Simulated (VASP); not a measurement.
Set up this calculation in VASP 6.6.1, as the native input.

* Task: single point
* Functional: PBE
* Potentials or basis: VASP PAW PBE potentials, release 64 (Ru_pv)
* Cutoff: 520 eV
* k mesh: 24 × 24 × 12
* Occupations: gaussian, width 0.15 eV
* Spin: no spin polarisation
* Dipole correction: no
* Further INCAR settings: ALGO = Fast; EDIFF = 1e-06; NBANDS = 21

The structure of Ru lies in POSCAR:

```
Ru
1.0
    2.7428696850      0.0000000000      0.0000000000
   -1.3714348425      2.3753948265      0.0000000000
    0.0000000000      0.0000000000      4.1669409160
Ru
2
Direct
    0.3333333333      0.6666666667      0.2500000000
    0.6666666667      0.3333333333      0.7500000000
```

This cell differs from its parent crystal: ratio of the length along z to the lengths across it x 0.96, volume and fractional coordinates fixed.

One way to write it, as run:

INCAR

```
  PREC = Accurate
  ENCUT = 520
  EDIFF = 1E-6
  ISMEAR = 0
  SIGMA = 0.15
  LREAL = F
  LASPH = T
  NELM = 80
  ALGO = Fast
  ISIF = 2
  LWAVE = F
  LCHARG = F
  GGA = PE
  NBANDS = 21
```

KPOINTS

```
Automatic mesh
0
Gamma
  24 24 12
```

Potentials or basis: VASP PAW PBE potentials, release 64 (Ru_pv).

The run is started by

```console
$ cat potpaw_PBE.64/Ru_pv/POTCAR > POTCAR
$ mpirun -np 1 vasp_std > vasp.out
```

Results of the run:

The pressure is 5.6 GPa. The band gap on the k mesh is zero (band 14 reaches 14.27 eV, above the bottom of band 15 at 11.10 eV).

Wall time 100 s on 1 thread of AMD EPYC 9R45 96-Core Processor (Zen 5), on a shared host, peak memory 0.26 GiB.
